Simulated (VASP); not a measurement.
# Mg3CdSe4 (P-43m) in VASP: further runs, part 2 of 2

VASP 6.6.1. The steps go on from the part before.

## Step 3: Single point, PBE

Contents of INCAR:

```
PREC = Accurate
ENCUT = 520
EDIFF = 1E-6
ISMEAR = 0
SIGMA = 0.02
LREAL = False
LASPH = True
NELM = 80
ALGO = Normal
ISIF = 2
LWAVE = False
LCHARG = False
GGA = PE
NBANDS = 31
```

Contents of KPOINTS:

```
regular mesh
0
Gamma
  6 6 6
```

Contents of POSCAR:

```
Mg3CdSe4
1.0
    6.0437947000      0.0000000000      0.0000000000
    0.0000000000      6.0437947000      0.0000000000
    0.0000000000      0.0000000000      6.0437947000
Mg Cd Se
3 1 4
Direct
    0.0000000000      0.5000000000      0.5000000000
    0.5000000000      0.0000000000      0.5000000000
    0.5000000000      0.5000000000      0.0000000000
    0.0000000000      0.0000000000      0.0000000000
    0.2556460000      0.2556460000      0.7443540000
    0.2556460000      0.7443540000      0.2556460000
    0.7443540000      0.2556460000      0.2556460000
    0.7443540000      0.7443540000      0.7443540000
```

Potentials or basis: VASP PAW PBE potentials, release 64 (Mg, Cd, Se).

The run is started by

```sh
cat potpaw_PBE.64/Mg/POTCAR potpaw_PBE.64/Cd/POTCAR potpaw_PBE.64/Se/POTCAR > POTCAR
mpirun -np 1 vasp_std > vasp.out
```

OUTCAR:

```text
PREC = Accurate
   ENCUT = 520
   EDIFF = 1E-6
   ISMEAR = 0
   LREAL = False
   LASPH = True
   NELM = 80
   ISIF = 2
   GGA = PE

 ion  position               nearest neighbor table
   1  0.000  0.500  0.500-   5 2.60   6 2.60   7 2.60   8 2.60
   2  0.500  0.000  0.500-   5 2.60   6 2.60   7 2.60   8 2.60
   3  0.500  0.500  0.000-   5 2.60   6 2.60   7 2.60   8 2.60
   4  0.000  0.000  0.000-   5 2.68   6 2.68   7 2.68   8 2.68
   5  0.256  0.256  0.744-   1 2.60   2 2.60   3 2.60   4 2.68
   6  0.256  0.744  0.256-   1 2.60   2 2.60   3 2.60   4 2.68
   7  0.744  0.256  0.256-   1 2.60   2 2.60   3 2.60   4 2.68
   8  0.744  0.744  0.744-   1 2.60   2 2.60   3 2.60   4 2.68

  LATTYP: Found a simple cubic cell.
 ALAT       =     6.0437947000

  Lattice vectors:

 A1 = (   6.0437947000,   0.0000000000,   0.0000000000)
 A2 = (   0.0000000000,   6.0437947000,   0.0000000000)
 A3 = (   0.0000000000,   0.0000000000,   6.0437947000)

Analysis of symmetry for initial positions (statically):
=====================================================================
 Subroutine PRICEL returns:
 Original cell was already a primitive cell.

 Routine SETGRP: Setting up the symmetry group for a
 simple cubic supercell.

 Subroutine GETGRP returns: Found 24 space group operations
 (whereof 24 operations were pure point group operations)
 out of a pool of 48 trial point group operations.

The static configuration has the point symmetry T_d .

Analysis of symmetry for dynamics (positions and initial velocities):
=====================================================================
 Subroutine PRICEL returns:
 Original cell was already a primitive cell.

[... 134 lines left out ...]
     AMIX_MAG =   1.60;   BMIX_MAG =  1.00
  volume/ion in A,a.u.               =      27.60       186.22
  Fermi-wavevector in a.u.,A,eV,Ry     =   0.941560  1.779291 12.062057  0.886536
  Thomas-Fermi vector in A             =   2.069083
   LORBIT       =      0    0 simple, 1 ext, 2 COOP (PROOUT), +10 PAW based schemes
   GGA     = PE    functional components
   LHFCALC =     F    Hartree Fock is set to
   AEXX    =    0.0000 exact exchange contribution
   IVDW    =     0    specifies the selected vdW correction
   LEPSILON=     F    determine dielectric tensor
   LRPA    =     F    only Hartree local field effects (RPA)
 non-spin polarized calculation
 Gauss-broadening in eV      SIGMA  =   0.02
  energy-cutoff  :      520.00
  volume of cell :      220.76
 maximum number of plane-waves:      6031
 NGX is ok and might be reduce to    48
   NGX = 23   NGY = 23   NGZ = 23

 number of electron      42.0000003 magnetization

 Free energy of the ion-electron system (eV)
  ---------------------------------------------------
  ext. energy  EPLUGINS =         0.00000000
  ---------------------------------------------------
  free energy    TOTEN  =       -28.04650918 eV

  energy without entropy =      -28.04650918  energy(sigma->0) =      -28.04650918

 E-fermi :   0.6201     XC(G=0):  -8.2453

 val. band max:        0.5330070764   @ k =   0.0000   0.0000   0.0000
 cond. band min:       2.4637144438   @ k =   0.0000   0.0000   0.0000
 fundamental gap:      1.9307073674
 Fermi energy:         0.6200505896

 k-point     1 :       0.0000    0.0000    0.0000
  band No.  band energies     occupation
      1     -11.1958      2.00000
      2     -10.5727      2.00000
      3     -10.5727      2.00000
      4     -10.5727      2.00000
      5      -6.5164      2.00000
      6      -6.5164      2.00000
[... 669 lines left out ...]
     30       7.2118      0.00000
     31       7.2118      0.00000

------------------------ aborting loop because EDIFF is reached ----------------------------------------

  FORCE on cell =-STRESS in cart. coord.  units (eV):
  Direction    XX          YY          ZZ          XY          YZ          ZX
  --------------------------------------------------------------------------------------
  -------------------------------------------------------------------------------------
  Total        0.0367737      0.0367737      0.0367737      0.0000000      0.0000000      0.0000000
  in kB        0.2668817      0.2668817      0.2668817      0.0000000      0.0000000      0.0000000
  external PRESSURE =       0.2668817 kB  Pullay stress =       0.0000000 kB

 VOLUME and BASIS-vectors are now :
 -----------------------------------------------------------------------------
  energy-cutoff  :      520.00
  volume of cell :      220.76
      direct lattice vectors                 reciprocal lattice vectors
     6.043794700  0.000000000  0.000000000     0.165458962  0.000000000  0.000000000
     0.000000000  6.043794700  0.000000000     0.000000000  0.165458962  0.000000000
     0.000000000  0.000000000  6.043794700     0.000000000  0.000000000  0.165458962

 POSITION                                       TOTAL-FORCE (eV/Angst)
 -----------------------------------------------------------------------------------
      0.00000      3.02190      3.02190         0.000000     -0.000000     -0.000000
      3.02190      0.00000      3.02190         0.000000     -0.000000     -0.000000
      3.02190      3.02190      0.00000        -0.000000     -0.000000     -0.000000
      0.00000      0.00000      0.00000         0.000000     -0.000000     -0.000000
      1.54507      1.54507      4.49872         0.023844      0.023844     -0.023844
      1.54507      4.49872      1.54507         0.023844     -0.023844      0.023844
      4.49872      1.54507      1.54507        -0.023844      0.023844      0.023844
      4.49872      4.49872      4.49872        -0.023844     -0.023844     -0.023844
 -----------------------------------------------------------------------------------
    total drift:                                0.000000      0.000000     -0.000000

  FREE ENERGIE OF THE ION-ELECTRON SYSTEM (eV)
  ---------------------------------------------------
  free  energy   TOTEN  =       -28.0465091775 eV

  energy  without entropy=      -28.0465091775  energy(sigma->0) =      -28.04650918
```

OSZICAR:

```text
N       E                     dE             d eps       ncg     rms          rms(c)
DAV:   1     0.222404325582E+03    0.22240E+03   -0.16823E+04  1240   0.112E+03
DAV:   2    -0.107176496782E+02   -0.23312E+03   -0.22433E+03  1531   0.221E+02
DAV:   3    -0.293535997519E+02   -0.18636E+02   -0.18562E+02  1493   0.621E+01
DAV:   4    -0.295887213169E+02   -0.23512E+00   -0.23499E+00  1503   0.767E+00
DAV:   5    -0.295910576724E+02   -0.23364E-02   -0.23363E-02  1538   0.759E-01    0.743E+00
DAV:   6    -0.281415624428E+02    0.14495E+01   -0.26325E+00  1403   0.983E+00    0.578E+00
DAV:   7    -0.280274246578E+02    0.11414E+00   -0.98396E-01  1513   0.397E+00    0.265E+00
DAV:   8    -0.280417122175E+02   -0.14288E-01   -0.50594E-02  1387   0.179E+00    0.577E-01
DAV:   9    -0.280454142256E+02   -0.37020E-02   -0.10329E-02  1474   0.874E-01    0.131E-01
DAV:  10    -0.280462061479E+02   -0.79192E-03   -0.18128E-03  1388   0.358E-01    0.124E-01
DAV:  11    -0.280465231855E+02   -0.31704E-03   -0.62256E-04  1359   0.116E-01    0.220E-02
DAV:  12    -0.280465038748E+02    0.19311E-04   -0.47748E-05  1506   0.506E-02    0.845E-03
DAV:  13    -0.280465088573E+02   -0.49825E-05   -0.20816E-05  1373   0.187E-02    0.903E-03
DAV:  14    -0.280465091775E+02   -0.32020E-06   -0.44757E-07  1054   0.349E-03
   1 F= -.28046509E+02 E0= -.28046509E+02  d E =-.931029E-12
```

stdout:

```text
POSCAR found type information on POSCAR MgCdSe
 POSCAR found :  3 types and       8 ions
 scaLAPACK will be used
 LDA part: xc-table for (Slater+PW92), standard interpolation
 POSCAR, INCAR and KPOINTS ok, starting setup
 FFT: planning ... GRIDC
 FFT: planning ... GRID_SOFT
 FFT: planning ... GRID
 WAVECAR not read
 entering main loop
```

Run time: 4.6 min. Hardware: 1 thread of Intel Xeon 8259CL, shared host; peak memory 0.41 GiB.

Results:

| Item | Value |
| --- | --- |
| Free energy | -28.0465 eV |
| Pressure | 0.0 GPa |
| Largest force | 0.041 eV/Å |
| Band gap on the k mesh | 1.93 eV |

Forces in eV/Å, atoms in the order of the input:
```
Mg   0.000  0.000  0.000
Mg   0.000  0.000  0.000
Mg   0.000  0.000  0.000
Cd   0.000  0.000  0.000
Se   0.024  0.024 -0.024
Se   0.024 -0.024  0.024
Se  -0.024  0.024  0.024
Se  -0.024 -0.024 -0.024
```

Levels at points of the mesh, in eV from the valence-band top:
```tsv
k point	band 19	band 20	band 21	band 22	band 23	band 24
(0.00, 0.00, 0.00)	0.00	0.00	0.00	1.93	3.44	3.44
(0.50, 0.00, 0.00)	-0.80	-0.57	-0.57	4.04	4.24	4.88
(0.50, 0.50, 0.00)	-0.45	-0.36	-0.36	4.25	5.19	5.19
(0.50, 0.50, 0.50)	-0.26	-0.26	-0.26	2.84	3.94	3.94
```

## Step 4: Relaxation of cell and atoms, PBE

Contents of INCAR:

```
SYSTEM = Mg3CdSe4
  PREC = Accurate
  ENCUT = 600
  EDIFF = 1E-7
  ISMEAR = 0
  SIGMA = 0.02
  LREAL = .False.
  LASPH = .True.
  NELM = 100
  ALGO = Normal
  ISIF = 3
  LWAVE = .False.
  LCHARG = .False.
  GGA = PE
  IBRION = 2
  NSW = 100
  EDIFFG = -0.01
```

Contents of KPOINTS:

```
Automatic mesh
0
Gamma
  6 6 6
  0 0 0
```

POSCAR is that of step 3.

The run is started by

```sh
cat potpaw_PBE.64/Mg/POTCAR potpaw_PBE.64/Cd/POTCAR potpaw_PBE.64/Se/POTCAR > POTCAR
mpirun -np 1 vasp_std > vasp.out
```

Wall time 7.9 min (1 thread of Intel Xeon 8259CL, shared host); peak memory 0.44 GiB.

It converged, with:

- Free energy: -28.0470 eV
- Relaxed volume: 27.62 Å³/atom
- Relaxed cell: a = 6.045 Å, b = 6.045 Å, c = 6.045 Å, α = 90.00°, β = 90.00°, γ = 90.00°
- Space group after relaxing (to 0.1 Å): P-43m (No. 215)
- Energy gained by relaxing: 0.1 meV/atom
- Ionic steps: 3
- Pressure after relaxing: 0.0 GPa
- Band gap on the k mesh: 1.93 eV

The path:
| step | energy change (eV) | largest force (eV/Å) | pressure (GPa) | volume (Å³) |
| --- | --- | --- | --- | --- |
| 1 | 0.0000 | 0.0412 | 0.01 | 220.76 |
| 2 | -0.0003 | 0.0251 | 0.00 | 220.84 |
| 3 | -0.0004 | 0.0018 | -0.03 | 220.94 |

Final structure:
```
Mg Cd Se
1.0
     6.04540    0.00000    0.00000
     0.00000    6.04540    0.00000
     0.00000    0.00000    6.04540
Mg Cd Se
3 1 4
Direct
  0.00000 0.50000 0.50000
  0.50000 0.00000 0.50000
  0.50000 0.50000 0.00000
  0.00000 0.00000 0.00000
  0.25611 0.25611 0.74389
  0.25611 0.74389 0.25611
  0.74389 0.25611 0.25611
  0.74389 0.74389 0.74389
```

Levels at points of the mesh, in eV from the valence-band top:
```tsv
k point	band 19	band 20	band 21	band 22	band 23	band 24
(0.00, 0.00, 0.00)	0.00	0.00	0.00	1.93	3.44	3.44
(0.50, 0.00, 0.00)	-0.80	-0.56	-0.56	4.03	4.24	4.88
(0.50, 0.50, 0.00)	-0.45	-0.36	-0.36	4.23	5.19	5.19
(0.50, 0.50, 0.50)	-0.25	-0.25	-0.25	2.83	3.95	3.95
```

## Step 5: Summary

```csv
task,cell,k mesh,cutoff (eV),smearing,gap on the mesh (eV),pressure (GPa),largest force (eV/Å)
single point,as given,4 × 4 × 4,520,gaussian 0.1 eV,1.93,0.0,0.04
single point,as given,6 × 6 × 6,520,gaussian 0.02 eV,1.93,0.0,0.04
relaxation of cell and atoms,relaxed,6 × 6 × 6,600,gaussian 0.02 eV,1.93,0.0,-
```

Alike in all rows: level PBE; potentials or basis VASP PAW PBE potentials, release 64 (Mg, Cd, Se); no spin polarisation.

Absolute energies hang on the potentials; compare differences alone.
